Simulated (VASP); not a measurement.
H3WCl4, 8 atoms in the cell. Symmetry: R3m, No. 160, trigonal system. The conventional cell has a = 7.855 Å, b = 7.855 Å, c = 10.013 Å, α = 90.00°, β = 90.00°, γ = 120.00°. H (site symmetry m) has 1 W at 1.72 Å within 2.3 Å. Within 2.3 Å of W (site symmetry 3m) lie 3 H at 1.72 Å and 1 Cl at 2.20 Å. Within 2.9 Å of Cl (site symmetry 3m) lie 1 W at 2.20 Å and 3 H at 2.64 Å. Within 3.3 Å of Cl (site symmetry m) lie 1 W at 2.40 Å and 4 H at 2.46 to 3.20 Å and 2 Cl at 3.27 Å. 

```yaml
Program: VASP 6.6.1
Task: single point
Functional: PBE
Potentials_or_basis: VASP PAW PBE potentials, release 64 (H, W_sv, Cl)
Cutoff: 520 eV
k_mesh: 6 × 6 × 6
Occupations: gaussian, width 0.1 eV
Spin: no spin polarisation
Dipole_correction: no
Further_INCAR_settings: ALGO = Normal; EDIFF = 1e-06; NBANDS = 32
```

Potentials or basis: VASP PAW PBE potentials, release 64 (H, W_sv, Cl).

Command:

```console
$ cat potpaw_PBE.64/H/POTCAR potpaw_PBE.64/W_sv/POTCAR potpaw_PBE.64/Cl/POTCAR > POTCAR
$ mpirun -np 1 vasp_std > vasp.out
```

Hardware: 1 thread of Intel(R) Xeon(R) 6975P-C (Granite Rapids), on a shared host.

Problem. Estimate the wall time of this run.

Solution. It took 70 s on 1 thread of Intel(R) Xeon(R) 6975P-C (Granite Rapids), on a shared host, peak memory 0.35 GiB. Counts: scf iterations 15, k points 32.
